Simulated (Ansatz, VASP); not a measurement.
## Bi: VASP beside Ansatz

File INCAR:

```
ALGO = Normal ; DIPOL = 0.5 0.5 0.500
EDIFF = 1E-6 ; ENCUT = 520
GGA = PE ; IDIPOL = 3
ISIF = 2 ; ISMEAR = 0
LASPH = T ; LCHARG = T
LDIPOL = T ; LELF = T
LREAL = F ; LVACPOTAV = T
LVHAR = T ; LWAVE = F
NBANDS = 22 ; NELM = 60
PREC = Accurate ; SIGMA = 0.02
```

File KPOINTS:

```
k-points
0
Gamma
  9 9 1
```

File POSCAR:

```
Bi
1.0
    4.3490000000      0.0000000000      0.0000000000
   -2.1745000000      3.7663444811      0.0000000000
    0.0000000000      0.0000000000     28.0000000000
Bi
2
Direct
    0.3333333333      0.6666666667      0.5131964286
    0.6666666667      0.3333333333      0.4868035714
```

Input for Ansatz:

```yaml
crystal:
  lattice:
    - [4.349, 0.0, 0.0]
    - [-2.1745, 3.7663444811, 0.0]
    - [0.0, 0.0, 28.0]
  atoms:
    - { symbol: Bi, position: [0.3333333333, 0.6666666667, 0.5131964286] }
    - { symbol: Bi, position: [0.6666666667, 0.3333333333, 0.4868035714] }
  periodic: [true, true, false]
basis:
  ecutwfc: 420
kpoints:
  mp_grid: { grid: [9, 9, 1] }
hamiltonian:
  xc: pbe
scf:
  occupations: { method: gaussian, width: 0.02 }
output:
  forces: true
  stress: true
  eigenvalues: true
```

Alike in both runs: task single point; functional PBE; k mesh 9 × 9 × 1; occupations gaussian, width 0.02 eV; no spin polarisation.

```csv
,VASP,Ansatz
version,VASP 6.6.1,Ansatz 0.2.0
potentials or method,"VASP PAW PBE potentials, release 64 (Bi_d), cutoff 520 eV","scalar-relativistic, plane waves, PAW"
valence electrons in the cell,30,30
```

|  | VASP | Ansatz | Ansatz less VASP |
| --- | --- | --- | --- |
| gap on the k mesh at the Fermi level (eV) | none | none | - |
| rms of the force components (eV/Å) | 2.382 | 2.393 | +0.0104 |
| work function, face that differs most (eV) | 3.82 | 3.82 | +0.002 |

Atom by atom the forces differ by 0.010 eV/Å (rms over components). A gap of «none» marks a metal or a gap that the smearing closes.

Spin-orbit coupling is off throughout.
